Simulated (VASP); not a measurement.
# TiB2 (Cmmm) in VASP: notebook, part 2 of 2

VASP 6.6.1. Earlier steps stand in the parts before.

## (3) Single point, PBE (strain +0.0175 x Voigt [0, 1, 0, 0, 0, 0])

Input file INCAR:

```
PREC     = Accurate       # precision mode
ENCUT    = 520            # plane-wave cutoff, eV
EDIFF    = 1E-6           # SCF threshold, eV
ISMEAR   = 0              # smearing method
SIGMA    = 0.15           # smearing width, eV
LREAL    = False          # projectors in reciprocal space
LASPH    = True           # aspherical terms in the spheres
NELM     = 80             # most SCF steps
ALGO     = Normal         # electronic algorithm
ISIF     = 2              # what is computed and relaxed
LWAVE    = False          # write WAVECAR
LCHARG   = True           # write CHGCAR
GGA      = PE             # functional
LELF     = True           # ELF
LVHAR    = True         
NBANDS   = 16             # bands
```

Input file KPOINTS:

```
Automatic mesh
0
Gamma
  18 18 14
```

Input file POSCAR:

```
TiB2
1.0
    3.0318048529      0.0000000000      0.0000000000
   -1.5159024265      2.6715683723      0.0000000000
    0.0000000000      0.0000000000      3.2242295241
Ti B
1 2
Direct
    0.0000000000      0.0000000000      0.0000000000
    0.3333333333      0.6666666667      0.5000000000
    0.6666666667      0.3333333333      0.5000000000
```

Potentials or basis: VASP PAW PBE potentials, release 64 (Ti_sv, B).

Command:

```console
$ cat potpaw_PBE.64/Ti_sv/POTCAR potpaw_PBE.64/B/POTCAR > POTCAR
$ mpirun -np 1 vasp_std > vasp.out
```

Run time: 2 min. Hardware: 1 thread of AMD EPYC 9R45 (Zen 5), shared host; peak memory 0.36 GiB.

The run converged. Its results:

```yaml
Free_energy: -24.4171 eV
Pressure: -4.3 GPa
Largest_force: 0.037 eV/Å
Band_gap_on_the_k_mesh: zero (band 9 reaches 10.11 eV, above the bottom of band 10 at 9.61 eV)
```

Forces on the atoms (eV/Å):
```
Ti   0.000  0.000  0.000
B    0.000  0.037  0.000
B    0.000 -0.037  0.000
```

Stress tensor (GPa, compression positive):
```
 -0.79   0.00   0.00
  0.00 -10.59   0.00
  0.00   0.00  -1.42
```

Levels at points of the mesh, in eV from the Fermi level:
| k point | band 7 | band 8 | band 9 | band 10 | band 11 | band 12 |
| --- | --- | --- | --- | --- | --- | --- |
| (0.00, 0.00, 0.00) | -2.57 | -2.22 | -2.06 | 1.80 | 1.84 | 3.58 |
| (0.50, 0.00, 0.00) | -3.36 | -3.10 | -2.28 | 1.27 | 2.61 | 3.09 |
| (0.00, 0.50, 0.00) | -3.14 | -3.14 | -2.20 | 1.35 | 2.58 | 3.10 |
| (0.00, 0.00, 0.50) | -0.66 | -0.56 | -0.32 | -0.22 | 0.31 | 0.49 |
| (0.50, 0.00, 0.50) | -4.70 | -3.81 | -3.13 | 2.46 | 2.81 | 4.36 |
| (0.00, 0.50, 0.50) | -4.50 | -3.76 | -3.28 | 2.43 | 2.78 | 4.32 |

Caveat: the cell differs from its parent crystal (strain +0.0175 x Voigt [0, 1, 0, 0, 0, 0]).

## (4) Single point, PBE (strain +0.0200 x Voigt [0, 1, 0, 0, 0, 0])

Input file INCAR:

```
SYSTEM = TiB2
  PREC = Accurate
  ENCUT = 520
  EDIFF = 1E-6
  ISMEAR = 0
  SIGMA = 0.15
  LREAL = .False.
  LASPH = .True.
  NELM = 80
  ALGO = Normal
  ISIF = 2
  LWAVE = .False.
  LCHARG = .True.
  GGA = PE
  LELF = .True.
  LVHAR = .True.
  NBANDS = 16
```

Input file KPOINTS:

```
regular mesh
0
Gamma
  18 18 14
  0 0 0
```

Changes to POSCAR since step 3:

```diff
@@ -3,3 +3,3 @@
     3.0318048529      0.0000000000      0.0000000000
-   -1.5159024265      2.6715683723      0.0000000000
+   -1.5159024265      2.6781324224      0.0000000000
     0.0000000000      0.0000000000      3.2242295241
```

Potentials or basis: VASP PAW PBE potentials, release 64 (Ti_sv, B).

Command:

```console
$ cat potpaw_PBE.64/Ti_sv/POTCAR potpaw_PBE.64/B/POTCAR > POTCAR
$ mpirun -np 1 vasp_std > vasp.out
```

OUTCAR:

```text
SYSTEM = TiB2
   PREC = Accurate
   ENCUT = 520
   EDIFF = 1E-6
   ISMEAR = 0
   LREAL = .False.
   LASPH = .True.
   NELM = 80
   ISIF = 2
   GGA = PE

 ion  position               nearest neighbor table
   1  0.000  0.000  0.000-   2 2.39   3 2.39   2 2.39   3 2.39   3 2.39   3 2.39   2 2.39   2 2.39
                             3 2.41   3 2.41   2 2.41   2 2.41
   2  0.333  0.667  0.500-   3 1.76   3 1.76   3 1.79   1 2.39   1 2.39   1 2.39   1 2.39   1 2.41
                             1 2.41
   3  0.667  0.333  0.500-   2 1.76   2 1.76   2 1.79   1 2.39   1 2.39   1 2.39   1 2.39   1 2.41
                             1 2.41

[... 656 lines left out ...]
  --------------------------------------------------------------------------------------
  -------------------------------------------------------------------------------------
  Total       -0.1527454     -1.9673522     -0.2684465      0.0000000      0.0000000      0.0000000
  in kB       -9.3480173   -120.4019345    -16.4289232      0.0000000      0.0000000      0.0000000
  external PRESSURE =     -48.7262917 kB  Pullay stress =       0.0000000 kB

 VOLUME and BASIS-vectors are now :
 -----------------------------------------------------------------------------
  energy-cutoff  :      520.00
  volume of cell :       26.18
      direct lattice vectors                 reciprocal lattice vectors
     3.031804853  0.000000000  0.000000000     0.329836533  0.186697266  0.000000000
    -1.515902427  2.678132422  0.000000000     0.000000000  0.373394531  0.000000000
     0.000000000  0.000000000  3.224229524     0.000000000  0.000000000  0.310151617

 POSITION                                       TOTAL-FORCE (eV/Angst)
 -----------------------------------------------------------------------------------
      0.00000      0.00000      0.00000         0.000000      0.000000      0.000000
     -0.00000      1.78542      1.61211        -0.000000      0.039755     -0.000000
      1.51590      0.89271      1.61211         0.000000     -0.039755      0.000000
 -----------------------------------------------------------------------------------
    total drift:                               -0.000000      0.000000      0.000000

  FREE ENERGIE OF THE ION-ELECTRON SYSTEM (eV)
  ---------------------------------------------------
  free  energy   TOTEN  =       -24.4125965998 eV

  energy  without entropy=      -24.4085036266  energy(sigma->0) =      -24.41055011
```

OSZICAR:

```text
N       E                     dE             d eps       ncg     rms          rms(c)
DAV:   1     0.121771724934E+03    0.12177E+03   -0.90395E+03 23320   0.128E+03
DAV:   2    -0.223707203339E+02   -0.14414E+03   -0.13905E+03 25368   0.340E+02
DAV:   3    -0.293090543396E+02   -0.69383E+01   -0.68743E+01 33808   0.726E+01
DAV:   4    -0.294702430491E+02   -0.16119E+00   -0.16110E+00 28448   0.983E+00
DAV:   5    -0.294744760073E+02   -0.42330E-02   -0.42328E-02 33784   0.134E+00    0.163E+01
DAV:   6    -0.244360932245E+02    0.50384E+01   -0.20833E+01 33776   0.479E+01    0.374E+00
DAV:   7    -0.244137163249E+02    0.22377E-01   -0.10858E+00 25176   0.119E+01    0.323E+00
DAV:   8    -0.244156503679E+02   -0.19340E-02   -0.89949E-02 39456   0.254E+00    0.778E-01
DAV:   9    -0.244132191025E+02    0.24313E-02   -0.41035E-02 29472   0.253E+00    0.277E-01
DAV:  10    -0.244125782436E+02    0.64086E-03   -0.30852E-03 30576   0.663E-01    0.588E-02
DAV:  11    -0.244126201526E+02   -0.41909E-04   -0.55156E-04 33024   0.261E-01    0.576E-02
DAV:  12    -0.244125970608E+02    0.23092E-04   -0.12017E-04 27448   0.138E-01    0.113E-02
DAV:  13    -0.244125965998E+02    0.46099E-06   -0.49958E-06 28936   0.196E-02
   1 F= -.24412597E+02 E0= -.24410550E+02  d E =-.409297E-02
```

It took 2 min on 1 thread of AMD EPYC 9R45 (Zen 5), shared host; peak memory 0.36 GiB.

What came out:

| Quantity | Value |
| --- | --- |
| Free energy | -24.4126 eV |
| Pressure | -4.9 GPa |
| Largest force | 0.040 eV/Å |
| Band gap on the k mesh | zero (band 9 reaches 10.07 eV, above the bottom of band 10 at 9.58 eV) |

Forces on the atoms (eV/Å):
```
Ti   0.000  0.000  0.000
B    0.000  0.040  0.000
B    0.000 -0.040  0.000
```

Stress tensor (GPa, compression positive):
```
 -0.93   0.00   0.00
  0.00 -12.04   0.00
  0.00   0.00  -1.64
```

Levels at points of the mesh, in eV from the Fermi level:
```
           k point  band 7  band 8  band 9  band 10  band 11  band 12
(0.00, 0.00, 0.00)   -2.56   -2.21   -2.05     1.79     1.84     3.58
(0.50, 0.00, 0.00)   -3.37   -3.08   -2.28     1.27     2.60     3.08
(0.00, 0.50, 0.00)   -3.13   -3.12   -2.18     1.35     2.57     3.09
(0.00, 0.00, 0.50)   -0.67   -0.56   -0.33    -0.22     0.30     0.51
(0.50, 0.00, 0.50)   -4.71   -3.80   -3.12     2.46     2.80     4.35
(0.00, 0.50, 0.50)   -4.47   -3.74   -3.29     2.43     2.76     4.30
```

Caveat: the cell differs from its parent crystal (strain +0.0200 x Voigt [0, 1, 0, 0, 0, 0]).

## (5) Overview

```csv
cell,gap on the mesh (eV),pressure (GPa),largest force (eV/Å)
"a = 3.032, b = 3.066, c = 3.224 Å, angles 90.0, 90.0, 119.6°, 3 atoms",none,-3.7,0.03
"a = 3.032, b = 3.072, c = 3.224 Å, angles 90.0, 90.0, 119.6°, 3 atoms",none,-4.3,0.04
"a = 3.032, b = 3.077, c = 3.224 Å, angles 90.0, 90.0, 119.5°, 3 atoms",none,-4.9,0.04
```

Alike in all rows: task single point; level PBE; potentials or basis VASP PAW PBE potentials, release 64 (Ti_sv, B); no spin polarisation; k mesh 18 × 18 × 14; cutoff (eV) 520; smearing gaussian 0.15 eV.

Total energies depend on the potentials used, so only differences within one code and one set of settings carry meaning.
